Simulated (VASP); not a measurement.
Ti4Al12H (a cell with a defect), 17 atoms in the cell. The cell holds a defect, 17 atoms: a = 6.893 Å, b = 6.893 Å, c = 6.893 Å, α = 109.47°, β = 109.47°, γ = 109.47°. 

* Program: VASP 6.6.1
* Task: single point
* Functional: PBE
* Potentials or basis: VASP PAW PBE potentials, release 64 (Ti_sv, Al, H)
* Cutoff: 520 eV
* k mesh: 4 × 4 × 4, shifted
* Occupations: gaussian, width 0.1 eV
* Spin: no spin polarisation
* Dipole correction: no
* Further INCAR settings: LREAL = Auto; ALGO = Normal; EDIFF = 1e-06; NBANDS = 56

Potentials or basis: VASP PAW PBE potentials, release 64 (Ti_sv, Al, H).

The run is started by

```console
$ cat potpaw_PBE.64/Ti_sv/POTCAR potpaw_PBE.64/Al/POTCAR potpaw_PBE.64/H/POTCAR > POTCAR
$ mpirun -np 1 vasp_std > vasp.out
```

Hardware: 1 thread of AMD EPYC 9R45 96-Core Processor (Zen 5) (shared host).

Question: Estimate the wall time of this run.

Answer: It took 15 min on 1 thread of AMD EPYC 9R45 96-Core Processor (Zen 5) (shared host), peak memory 0.52 GiB. Counts: scf iterations 18, k points 32.
